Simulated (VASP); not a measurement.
Crystal: CuO.

```
Cu O
1.0
     0.18960   -2.17229   -2.04314
    -2.01972    0.10630   -1.95984
     2.38320    2.28584   -4.38944
Cu O
2 2
Cartesian
  0.1715 0.1749 -4.1029
  -1.7484 -1.9559 -4.0297
  0.4097 0.0276 -6.3425
  0.1667 0.0172 -2.1166
```

Base run:

- Program: VASP 6.6.1
- Functional: r2SCAN
- Potentials or basis: VASP PAW PBE potentials, release 64 (Cu, O)
- Cutoff: 520 eV
- k mesh: 10 × 10 × 5
- Occupations: fermi-dirac, width 0.05 eV
- Spin: no spin polarisation
- Hubbard terms: Cu d U = 4.0 eV

Its results: band gap on the k mesh zero (bands 17 and 18 overlap by 0.74 eV); pressure -12.6 GPa; largest force 1.521 eV/Å.

Task: The run is repeated on the same cell with these changes: hubbard terms from Cu d U = 4.0 eV to Cu d U = 5.0 eV. What comes out?

Result: Band gap on the k mesh zero (bands 17 and 18 overlap by 0.73 eV); pressure -13.1 GPa; largest force 1.473 eV/Å.

Caveats: the cell stands under tension; the PAW data sets were made with another functional, which shifts forces and pressure a little; U without spin polarisation on a metal has little footing.
